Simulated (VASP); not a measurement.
The system is PbS.

```
Pb S
1.0
     3.63513    0.00000    0.00000
     0.00000    3.63513    0.00000
     0.00000    0.00000    3.63513
Pb S
1 1
Direct
  0.00000 0.00000 0.00000
  0.50000 0.50000 0.50000
```

Base run:

| Quantity | Value |
| --- | --- |
| Program | VASP 6.6.1 |
| Functional | r2SCAN |
| Potentials or basis | VASP PAW PBE potentials, release 64 (Pb_d, S) |
| Cutoff | 520 eV |
| k mesh | 6 × 6 × 6 |
| Occupations | fermi-dirac, width 0.02 eV |
| Spin | no spin polarisation |

Its results: band gap on the k mesh zero (bands 10 and 11 overlap by 0.31 eV); pressure 0.0 GPa.

Task: The run is repeated on the same cell with these changes: dispersion from none to rVV10. What comes out?

Result: Band gap on the k mesh zero (bands 10 and 11 overlap by 0.34 eV); pressure -1.0 GPa.

Dispersion adds attraction, which lowers the pressure at fixed volume.

Caveats: the structure was generated, so it needn't be the stable form of PbS; semilocal functionals underestimate gaps, and a narrow one can read as zero; the PAW data sets were made with another functional, which shifts forces and pressure a little; spin-orbit coupling is left out, which moves the levels of the heavy elements.
